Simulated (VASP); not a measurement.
Zn2S:

```
Zn S
1.0
     3.57491    0.00000    0.00000
     0.00000    3.57491    0.00000
     0.00000    0.00000    8.75559
Zn S
4 2
Direct
  0.00000 0.00000 0.00000
  0.50000 0.50000 0.00000
  0.50000 0.00000 0.38151
  0.00000 0.50000 0.61849
  0.50000 0.00000 0.66379
  0.00000 0.50000 0.33621
```

| Item | Value |
| --- | --- |
| Program | VASP 6.6.1 |
| Task | relaxation of cell and atoms |
| Functional | PBE |
| Potentials or basis | VASP PAW PBE potentials, release 64 (Zn, S) |
| Cutoff | 600 eV |
| k mesh | 6 × 6 × 2 |
| Occupations | gaussian, width 0.1 eV |
| Spin | no spin polarisation |

At the start: pressure -0.8 GPa; volume 18.65 Å³/atom.

Q: How do energy, volume and symmetry change on relaxing?

A: Over 8 steps the energy falls by 2.1 meV/atom and the volume is 18.20 Å³/atom (-2.4 %); space group P4/nmm (No. 129, to 0.05 Å).

The path:
| step | energy change (eV) | largest force (eV/Å) | pressure (GPa) | volume (Å³) |
| --- | --- | --- | --- | --- |
| 1 | 0.0000 | 0.1014 | -0.85 | 111.90 |
| 2 | -0.0049 | 0.1086 | 0.07 | 110.31 |
| 3 | -0.0049 | 0.1085 | 0.07 | 110.32 |
| 4 | -0.0062 | 0.0988 | 0.06 | 110.22 |
| 5 | -0.0093 | 0.0677 | 0.04 | 109.93 |
| 6 | -0.0120 | 0.0417 | -0.01 | 109.34 |
| 7 | -0.0120 | 0.0442 | -0.01 | 109.29 |
| 8 | -0.0123 | 0.0086 | -0.07 | 109.19 |

Final structure:
```cif
data_structure
_symmetry_space_group_name_H-M 'P 1'
_symmetry_Int_Tables_number 1
_cell_length_a 3.5637
_cell_length_b 3.5637
_cell_length_c 8.5978
_cell_angle_alpha 90.000
_cell_angle_beta 90.000
_cell_angle_gamma 90.000
_cell_volume 109.19
loop_
_atom_site_label
_atom_site_type_symbol
_atom_site_fract_x
_atom_site_fract_y
_atom_site_fract_z
_atom_site_occupancy
Zn1 Zn 0.00000 0.00000 0.00000 1
Zn2 Zn 0.50000 0.50000 0.00000 1
Zn3 Zn 0.50000 0.00000 0.37388 1
Zn4 Zn 0.00000 0.50000 0.62612 1
S1 S 0.50000 0.00000 0.66266 1
S2 S 0.00000 0.50000 0.33734 1
```
